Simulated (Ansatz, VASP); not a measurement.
# One calculation of Ga3BiO4, two programs

```xyz
8
Lattice="3.7796 -0.0040 -0.1299 0.0069 4.8610 0.0354 0.2363 2.3799 6.6868" Properties=species:S:1:pos:R:3 pbc="T T T"
Ga    3.0069    2.7068    3.2553
Ga    1.0168    5.1380    3.3419
Ga    4.0205    6.3254    6.5799
Bi    1.8913    1.5173   -0.0523
O     0.0838    3.9321    2.2291
O     3.9440    6.3427    4.3870
O     1.9739    1.4989    2.2694
O     2.0470    3.9150    4.3119
```

Change from the starting cell: the structure that the rattled cell fell into.

Alike in both runs: functional PBE; k mesh 4 × 4 × 4; occupations gaussian, width 0.1 eV; no spin polarisation.

Ansatz relaxed the structure, and its values are those at the end. VASP's run is a single point on that final structure, the one shown.

```csv
,VASP,Ansatz
version,VASP 6.6.1,Ansatz 0.2.0
potentials or method,"VASP PAW PBE potentials, release 64 (Ga_d, Bi_d, O), cutoff 520 eV","scalar-relativistic, plane waves, PAW"
valence electrons in the cell,78,78
```

|  | VASP | Ansatz | Ansatz less VASP |
| --- | --- | --- | --- |
| gap on the k mesh at the Fermi level (eV) | none | none | - |
| pressure (GPa) | 0.3 | 0.0 | -0.27 |
| rms of the force components (eV/Å) | 0.014 | 0.010 | -0.0046 |

A gap of «none» marks a metal or a gap that the smearing closes. With one functional, cell and mesh, what is left measures potentials, basis and numerics.

The k mesh is coarse, so the values compare programs but aren't converged. Spin-orbit coupling is off throughout.
